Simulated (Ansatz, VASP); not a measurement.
# Al: VASP beside Ansatz

File INCAR:

```
SYSTEM = Al
PREC = Accurate ; ENCUT = 520
EDIFF = 1E-6 ; ISMEAR = 0
SIGMA = 0.1 ; LREAL = .FALSE.
LASPH = .TRUE. ; NELM = 60
ALGO = Normal ; ISIF = 2
LWAVE = .FALSE. ; LCHARG = .TRUE.
GGA = PE ; LELF = .TRUE.
LVHAR = .TRUE. ; NBANDS = 14
```

The input KPOINTS:

```
Automatic mesh
0
G
  18 18 6
  0 0 0
```

File POSCAR:

```
Al
1.0
    2.8388659354      0.0000000000      0.0000000000
   -1.4194329677      2.4585300180      0.0000000000
    0.0000000000      0.0000000000      9.4998784532
Al
4
Direct
    0.0000000000      0.0000000000      0.0000000000
    0.3333333300      0.6666666700      0.2500000000
    0.0000000000      0.0000000000      0.5000000000
    0.6666666700      0.3333333300      0.7500000000
```

Input for Ansatz:

```yaml
crystal:
  lattice:
    - [2.8388659354, 0.0, 0.0]
    - [-1.4194329677, 2.458530018, 0.0]
    - [0.0, 0.0, 9.4998784532]
  atoms:
    - { symbol: Al, position: [0.0, 0.0, 0.0] }
    - { symbol: Al, position: [0.33333333, 0.66666667, 0.25] }
    - { symbol: Al, position: [0.0, 0.0, 0.5] }
    - { symbol: Al, position: [0.66666667, 0.33333333, 0.75] }
basis:
  ecutwfc: 420
kpoints:
  mp_grid: { grid: [18, 18, 6] }
hamiltonian:
  xc: pbe
scf:
  occupations: { method: gaussian, width: 0.1 }
output:
  forces: true
  stress: true
  eigenvalues: true
  populations: true
```

Alike in both runs: task single point; functional PBE; k mesh 18 × 18 × 6; occupations gaussian, width 0.1 eV; no spin polarisation.

|  | VASP | Ansatz |
| --- | --- | --- |
| version | VASP 6.6.1 | Ansatz 0.2.0 |
| potentials or method | VASP PAW PBE potentials, release 64 (Al), cutoff 520 eV | scalar-relativistic, plane waves, PAW |
| valence electrons in the cell | 12 | 12 |

|  | VASP | Ansatz | Ansatz less VASP |
| --- | --- | --- | --- |
| gap on the k mesh at the Fermi level (eV) | none | none | - |
| pressure (GPa) | -0.1 | -0.1 | +0.04 |
| traceless stress, the component that is largest in VASP (GPa) | -1.37 | -1.38 | -0.006 |

A gap of «none» marks a metal or a gap that the smearing closes. The functional is the same, so the differences come from potentials, cutoffs and numerics.
